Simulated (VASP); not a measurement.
Set up this calculation in VASP 6.6.1, as the native input.

```
Task                   : relaxation of cell and atoms
Functional             : PBEsol
Potentials or basis    : VASP PAW PBE potentials, release 64 (Ag)
Cutoff                 : 600 eV
k mesh                 : 18 × 18 × 10
Occupations            : gaussian, width 0.1 eV
Spin                   : no spin polarisation
Target pressure        : 25 GPa
Dipole correction      : no
Further INCAR settings : ALGO = Fast; EDIFF = 1e-07; IBRION = 2; EDIFFG = -0.008; NSW = 70; ISIF = 3
```

The structure of Ag lies in POSCAR:

```
Ag
1.0
    2.7265045504      0.0000000000      0.0000000000
   -1.3632522752      2.3612222042      0.0000000000
    0.0000000000      0.0000000000      4.4591536745
Ag
2
Direct
    0.3333333333      0.6666666667      0.2500000000
    0.6666666667      0.3333333333      0.7500000000
```

This isn't the form of Ag at room conditions, which is fcc.

The input as run:

INCAR

```
  PREC = Accurate
  ENCUT = 600
  EDIFF = 1E-7
  ISMEAR = 0
  SIGMA = 0.1
  LREAL = F
  LASPH = T
  NELM = 60
  ALGO = Fast
  ISIF = 3
  LWAVE = F
  LCHARG = F
  GGA = PS
  IBRION = 2
  NSW = 70
  EDIFFG = -0.008
  PSTRESS = 250.0
```

KPOINTS

```
Automatic mesh
0
Gamma
  18 18 10
```

Potentials or basis: VASP PAW PBE potentials, release 64 (Ag).

The run is started by

```bash
$ cat potpaw_PBE.64/Ag/POTCAR > POTCAR
$ mpirun -np 1 vasp_std > vasp.out
```

Results of the run:

The relaxed volume is 14.45 Å³/atom, the relaxed cell is a = 2.733 Å, b = 2.733 Å, c = 4.467 Å, α = 90.00°, β = 90.00°, γ = 120.00° and the space group after relaxing (to 0.1 Å) is P6_3/mmc (No. 194). The energy change on relaxing (the run minimises the enthalpy) is -15.1 meV/atom and the ionic steps are 6. The pressure after relaxing is 25.1 GPa. The band gap on the k mesh is zero (bands 11 and 12 overlap by 8.18 eV).

Caveat: the cell is relaxed towards a set pressure, so the run minimises the enthalpy, not the energy; the PAW data sets were made with another functional, which shifts forces and pressure a little.

Run time: 6.1 min on 1 thread of Intel(R) Xeon(R) Platinum 8375C CPU @ 2.90GHz (Ice Lake) (shared host), peak memory 0.24 GiB.
